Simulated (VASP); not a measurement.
A run of VASP 6.6.1 is set up as follows.

POSCAR

```
HfO2
1.0
    0.0000000000      2.5291823184      2.5291823184
    2.5291823184      0.0000000000      2.5291823184
    2.5291823184      2.5291823184      0.0000000000
Hf O
1 2
Direct
    0.0000000000      0.0000000000      0.0000000000
    0.2500000000      0.2500000000      0.2500000000
    0.7500000000      0.7500000000      0.7500000000
```

The input INCAR.step1:

```
SYSTEM = HfO2
ALGO = Normal
EDIFF = 1E-5
ENCUT = 520
GGA = PE
ISIF = 2
ISMEAR = 0
LASPH = .True.
LCHARG = .False.
LREAL = .False.
LWAVE = .True.
NBANDS = 18
NELM = 100
PREC = Accurate
SIGMA = 0.01
```

Contents of INCAR.step2:

```
SYSTEM = HfO2
ALGO = Normal
EDIFF = 1E-6
ENCUT = 520
GGA = PE
HFSCREEN = 0.2079
ISIF = 2
ISMEAR = 0
ISTART = 1
LASPH = .True.
LCHARG = .False.
LHFCALC = .True.
LREAL = .False.
LWAVE = .False.
NBANDS = 18
NELM = 100
PREC = Accurate
PRECFOCK = Normal
SIGMA = 0.01
```

File KPOINTS:

```
k-points
0
Gamma
  6 6 6
  0 0 0
```

Potentials or basis: VASP PAW PBE potentials, release 64 (Hf_pv, O).

Command:

```bash
$ cat potpaw_PBE.64/Hf_pv/POTCAR potpaw_PBE.64/O/POTCAR > POTCAR
$ cp INCAR.step1 INCAR
$ mpirun -np 1 vasp_std > vasp.out
$ cp INCAR.step2 INCAR
$ mpirun -np 1 vasp_std > vasp.out
```

(1) What does it give for the pressure?

(2) What does it give for the band gap on the k mesh?

Results:

(1) -5.3 GPa.

(2) 5.36 eV.

Caveat: the cell stands under tension; the PAW data sets were made with another functional, which shifts forces and pressure a little; spin-orbit coupling is left out, which moves the levels of the heavy elements.
